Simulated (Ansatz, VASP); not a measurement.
**W: VASP beside Ansatz**

```xyz
2
Lattice="2.6999 0.0000 0.0000 -1.3499 2.3381 0.0000 0.0000 0.0000 4.7914" Properties=species:S:1:pos:R:3 pbc="T T T"
W     0.0000    1.5588    1.1979
W     1.3499    0.7794    3.5936
```

Alike in both runs: task single point; functional LDA; k mesh 15 × 15 × 8; occupations fermi-dirac, width 0.1 eV; no spin polarisation.

```csv
,VASP,Ansatz
version,VASP 6.6.1,Ansatz 0.2.0
potentials or method,"VASP PAW LDA potentials, release 64 (W_sv), cutoff 520 eV","plane waves (420 eV) with PAW, scalar-relativistic"
valence electrons in the cell,28,28
```

|  | VASP | Ansatz | Ansatz less VASP |
| --- | --- | --- | --- |
| pressure (GPa) | 15.7 | 13.5 | -2.17 |
| traceless stress, the component that is largest in VASP (GPa) | -2.47 | -2.06 | +0.415 |

Ansatz warns that its potentials were made for another functional, while VASP's fit it. LDA's correlation is that of Perdew and Zunger in VASP and of Perdew and Wang (1992) in Ansatz.

Neither program's run includes spin-orbit coupling.
